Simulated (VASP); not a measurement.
# Ir2O (I4_1/amd) in VASP: single point with PBE

Aim: the single point of Ir2O with PBE.

Everything below comes from runs of VASP 6.6.1. Logs are shortened: lines on timing, memory, paths and dates and some standing lists are left out, and cuts for length are marked.

### Step 1. The cell of the first run

Symmetry: I4_1/amd, No. 141, tetragonal system. Conventional cell: a = 2.704 Å, b = 2.704 Å, c = 21.679 Å, α = 90.00°, β = 90.00°, γ = 90.00°. Ir (site symmetry 2mm) has 2 O at 2.12 Å and 6 Ir at 2.55 to 2.70 Å within 2.8 Å. O (site symmetry -4m2) has 4 Ir at 2.12 Å and 4 O at 2.70 Å within 2.8 Å.

### Step 2. Single point, PBE

The input, INCAR:

```
PREC = Accurate ; ENCUT = 520
EDIFF = 1E-6 ; ISMEAR = 0
SIGMA = 0.1 ; LREAL = False
LASPH = True ; NELM = 60
ALGO = Normal ; ISIF = 2
LWAVE = False ; LCHARG = True
GGA = PE ; LELF = True
LVHAR = True ; NBANDS = 33
```

The input, KPOINTS:

```
Automatic mesh
0
Gamma
  6 6 6
```

The input, POSCAR:

```
Ir2O
1.0
   -1.3521743646      1.3521743646     10.8393351420
    1.3521743646     -1.3521743646     10.8393351420
    1.3521743646      1.3521743646    -10.8393351420
Ir O
4 2
Direct
    0.1748623485      0.1748623485      0.0000000000
    0.9248623485      0.4248623485      0.5000000000
    0.5751376515      0.0751376515      0.5000000000
    0.8251376515      0.8251376515      0.0000000000
    0.0000000000      0.0000000000      0.0000000000
    0.7500000000      0.2500000000      0.5000000000
```

Potentials or basis: VASP PAW PBE potentials, release 64 (Ir, O).

Launch:

```
> cat potpaw_PBE.64/Ir/POTCAR potpaw_PBE.64/O/POTCAR > POTCAR
> mpirun -np 1 vasp_std > vasp.out
```

OUTCAR:

```text
PREC = Accurate
   ENCUT = 520
   EDIFF = 1E-6
   ISMEAR = 0
   LREAL = False
   LASPH = True
   NELM = 60
   ISIF = 2
   GGA = PE

 ion  position               nearest neighbor table
   1  0.175  0.175  0.000-   6 2.12   6 2.12   3 2.55   3 2.55
   2  0.925  0.425  0.500-   5 2.12   5 2.12   4 2.55   4 2.55
   3  0.575  0.075  0.500-   5 2.12   5 2.12   1 2.55   1 2.55
   4  0.825  0.825  0.000-   6 2.12   6 2.12   2 2.55   2 2.55
   5  0.000  0.000  0.000-   3 2.12   2 2.12   3 2.12   2 2.12
   6  0.750  0.250  0.500-   4 2.12   1 2.12   4 2.12   1 2.12

  LATTYP: Found a body centered tetragonal cell.
 ALAT       =     2.7043487292
 C/A-ratio  =     8.0162258846

  Lattice vectors:

 A1 = (  -1.3521743646,   1.3521743646,  10.8393351420)
 A2 = (   1.3521743646,  -1.3521743646,  10.8393351420)
 A3 = (   1.3521743646,   1.3521743646, -10.8393351420)

Analysis of symmetry for initial positions (statically):
=====================================================================
 Subroutine PRICEL returns:
 Original cell was already a primitive cell.

 Routine SETGRP: Setting up the symmetry group for a
 body centered tetragonal supercell.

 Subroutine GETGRP returns: Found 16 space group operations
 (whereof  8 operations were pure point group operations)
 out of a pool of 16 trial point group operations.

The static configuration has the point symmetry D_2d.
 The point group associated with its full space group is D_4h.

Analysis of symmetry for dynamics (positions and initial velocities):
=====================================================================
 Subroutine PRICEL returns:
 Original cell was already a primitive cell.

 Routine SETGRP: Setting up the symmetry group for a
 body centered tetragonal supercell.

 Subroutine GETGRP returns: Found 16 space group operations
 (whereof  8 operations were pure point group operations)
 out of a pool of 16 trial point group operations.

The dynamic configuration has the point symmetry D_2d.
 The point group associated with its full space group is D_4h.

 Subroutine INISYM returns: Found 16 space group operations
 (whereof  8 operations are pure point group operations),
 and found     1 'primitive' translations

----------------------------------------------------------------------------------------

                                     Primitive cell

[... 100 lines left out ...]
   EDIFFG = 0.1E-04   stopping-criterion for IOM
   NSW    =      0    number of steps for IOM
   IBRION =     -1    ionic relax: 0-MD 1-quasi-New 2-CG
   NFREE  =      0    steps in history (QN), initial steepest desc. (CG)
   ISIF   =      2    stress and relaxation
   ISYM   =      2    0-nonsym 1-usesym 2-fastsym
   POTIM  = 0.5000    time-step for ionic-motion
   TEBEG  =    0.0;   TEEND  =   0.0 temperature during run
   PSTRESS=    0.0 pullay stress
   NELECT =      48.0000    total number of electrons
   NUPDOWN=      -1.0000    fix difference up-down
   EMIN   =  10.00;   EMAX   =-10.00  energy-range for DOS
   EFERMI =   0.00;   METHOD = LEGACY
   ISMEAR =     0;   SIGMA  =   0.10  broadening in eV -4-tet -1-fermi 0-gaus
   EFERMI_NEDOS =   21; number of points for ismear=-14 and -15
   IALGO  =     38    algorithm
   IMIX   =      4    mixing-type and parameters
     AMIX     =   0.40;   BMIX     =  1.00
     AMIX_MAG =   1.60;   BMIX_MAG =  1.00
  volume/ion in A,a.u.               =      13.21        89.16
  Fermi-wavevector in a.u.,A,eV,Ry     =   1.384988  2.617247 26.098570  1.918191
  Thomas-Fermi vector in A             =   2.509440
   LORBIT       =      0    0 simple, 1 ext, 2 COOP (PROOUT), +10 PAW based schemes
   GGA     = PE    functional components
   LHFCALC =     F    Hartree Fock is set to
   AEXX    =    0.0000 exact exchange contribution
   IVDW    =     0    specifies the selected vdW correction
   LEPSILON=     F    determine dielectric tensor
   LRPA    =     F    only Hartree local field effects (RPA)
 non-spin polarized calculation
 Gauss-broadening in eV      SIGMA  =   0.10
  energy-cutoff  :      520.00
  volume of cell :       79.27
 maximum number of plane-waves:      2159
 NGX is ok and might be reduce to    84
   NGX = 41   NGY = 41   NGZ = 41

 number of electron      48.0000005 magnetization

 Free energy of the ion-electron system (eV)
  ---------------------------------------------------
  ext. energy  EPLUGINS =         0.00000000
  ---------------------------------------------------
  free energy    TOTEN  =       -44.12793277 eV

  energy without entropy =      -44.09016307  energy(sigma->0) =      -44.10904792

 E-fermi :   7.5304     XC(G=0): -12.8376

 val. band max:        7.4912173489   @ k =   0.1667  -0.0000   0.0000
 cond. band min:       7.5389738554   @ k =  -0.1667   0.1667   0.1667
 fundamental gap:      0.0477565065
 Fermi energy:         7.5304164502

 k-point     1 :       0.0000    0.0000    0.0000
  band No.  band energies     occupation
      1     -12.7352      2.00000
      2     -12.6605      2.00000
      3      -2.0913      2.00000
      4      -1.1187      2.00000
      5       0.2397      2.00000
      6       1.0329      2.00000
[... 853 lines left out ...]
     32      12.9370      0.00000
     33      14.9868      0.00000

 [... further k-points ...]

------------------------ aborting loop because EDIFF is reached ----------------------------------------

  FORCE on cell =-STRESS in cart. coord.  units (eV):
  Direction    XX          YY          ZZ          XY          YZ          ZX
  --------------------------------------------------------------------------------------
  -------------------------------------------------------------------------------------
  Total        0.2130663      0.2130663      0.6184190      0.0000000      0.0000000      0.0000000
  in kB        4.3062302      4.3062302     12.4987149      0.0000000      0.0000000      0.0000000
  external PRESSURE =       7.0370584 kB  Pullay stress =       0.0000000 kB

 VOLUME and BASIS-vectors are now :
 -----------------------------------------------------------------------------
  energy-cutoff  :      520.00
  volume of cell :       79.27
      direct lattice vectors                 reciprocal lattice vectors
    -1.352174365  1.352174365 10.839335142     0.000000000  0.369774796  0.046128290
     1.352174365 -1.352174365 10.839335142     0.369774796  0.000000000  0.046128290
     1.352174365  1.352174365-10.839335142     0.369774796  0.369774796  0.000000000

 POSITION                                       TOTAL-FORCE (eV/Angst)
 -----------------------------------------------------------------------------------
      0.00000      0.00000      3.79078         0.000000     -0.000000      0.020426
     -0.00000      1.35217      9.21045        -0.000000      0.000000      0.020426
      0.00000      1.35217      1.62888        -0.000000      0.000000     -0.020426
      0.00000      0.00000     17.88789         0.000000     -0.000000     -0.020426
      0.00000      0.00000      0.00000        -0.000000     -0.000000      0.000000
     -0.00000      1.35217      5.41967        -0.000000     -0.000000      0.000000
 -----------------------------------------------------------------------------------
    total drift:                               -0.000000     -0.000000     -0.000000

  FREE ENERGIE OF THE ION-ELECTRON SYSTEM (eV)
  ---------------------------------------------------
  free  energy   TOTEN  =       -44.1279327667 eV

  energy  without entropy=      -44.0901630661  energy(sigma->0) =      -44.10904792
```

OSZICAR:

```text
N       E                     dE             d eps       ncg     rms          rms(c)
DAV:   1     0.519804896579E+03    0.51980E+03   -0.21813E+04  1980   0.145E+03
DAV:   2    -0.256126856445E+00   -0.52006E+03   -0.48938E+03  2010   0.433E+02
DAV:   3    -0.474628169373E+02   -0.47207E+02   -0.43269E+02  2695   0.128E+02
DAV:   4    -0.493593260169E+02   -0.18965E+01   -0.18691E+01  2167   0.262E+01
DAV:   5    -0.494008506774E+02   -0.41525E-01   -0.41441E-01  2339   0.369E+00    0.313E+01
DAV:   6    -0.455066296397E+02    0.38942E+01   -0.19039E+01  3055   0.419E+01    0.163E+01
DAV:   7    -0.448917775137E+02    0.61485E+00   -0.89283E+00  3422   0.279E+01    0.108E+01
DAV:   8    -0.441199404192E+02    0.77184E+00   -0.17110E+00  3027   0.137E+01    0.177E+00
DAV:   9    -0.441366737512E+02   -0.16733E-01   -0.44166E-01  2028   0.397E+00    0.102E+00
DAV:  10    -0.441276696464E+02    0.90041E-02   -0.36561E-02  2713   0.209E+00    0.197E-01
DAV:  11    -0.441280445416E+02   -0.37490E-03   -0.35426E-03  2175   0.511E-01    0.122E-01
DAV:  12    -0.441279700326E+02    0.74509E-04   -0.62247E-04  3567   0.264E-01    0.507E-02
DAV:  13    -0.441279428638E+02    0.27169E-04   -0.90263E-05  2101   0.712E-02    0.353E-02
DAV:  14    -0.441279330110E+02    0.98528E-05   -0.43539E-05  2219   0.374E-02    0.984E-03
DAV:  15    -0.441279327667E+02    0.24428E-06   -0.39070E-06  2055   0.165E-02
   1 F= -.44127933E+02 E0= -.44109048E+02  d E =-.377697E-01
```

stdout:

```text
POSCAR found type information on POSCAR IrO
 POSCAR found :  2 types and       6 ions
 scaLAPACK will be used
 LDA part: xc-table for (Slater+PW92), standard interpolation
 POSCAR, INCAR and KPOINTS ok, starting setup
 FFT: planning ... GRIDC
 FFT: planning ... GRID_SOFT
 FFT: planning ... GRID
 WAVECAR not read
 entering main loop
```

Wall time 15 min (1 thread of Intel Xeon 6975P-C (Granite Rapids), shared host); peak memory 0.94 GiB.

What came out:

```yaml
Free_energy: -44.1279 eV
Pressure: 0.7 GPa
Largest_force: 0.020 eV/Å
Band_gap_on_the_k_mesh: zero (band 24 reaches 9.34 eV, above the bottom of band 25 at 7.19 eV)
```

Forces in eV/Å, atoms in the order of the input:
```
Ir   0.000  0.000  0.020
Ir   0.000  0.000  0.020
Ir   0.000  0.000 -0.020
Ir   0.000  0.000 -0.020
O    0.000  0.000  0.000
O    0.000  0.000  0.000
```

Stress tensor (GPa, compression positive):
```
0.43 0.00 0.00
0.00 0.43 0.00
0.00 0.00 1.25
```

Levels at points of the mesh, in eV from the Fermi level:
| k point | band 20 | band 21 | band 22 | band 23 | band 24 | band 25 | band 26 | band 27 | band 28 | band 29 |
| --- | --- | --- | --- | --- | --- | --- | --- | --- | --- | --- |
| (0.00, 0.00, 0.00) | -1.40 | -1.30 | -1.30 | 0.23 | 0.26 | 0.76 | 0.79 | 1.03 | 1.03 | 2.00 |
| (0.50, 0.00, 0.00) | -1.24 | -1.10 | -0.49 | -0.05 | 0.26 | 0.97 | 1.66 | 1.86 | 2.19 | 2.26 |
| (0.50, 0.50, 0.00) | -1.77 | 1.35 | 1.35 | 1.81 | 1.81 | 2.35 | 2.35 | 2.80 | 2.80 | 5.19 |
| (0.50, 0.50, 0.50) | -1.99 | -0.28 | -0.28 | 0.24 | 0.24 | 0.31 | 0.31 | 0.78 | 0.78 | 2.25 |

Caveat: the k points lie up to 0.55 Å⁻¹ apart; spin-orbit coupling is left out, which moves the levels of the heavy elements.
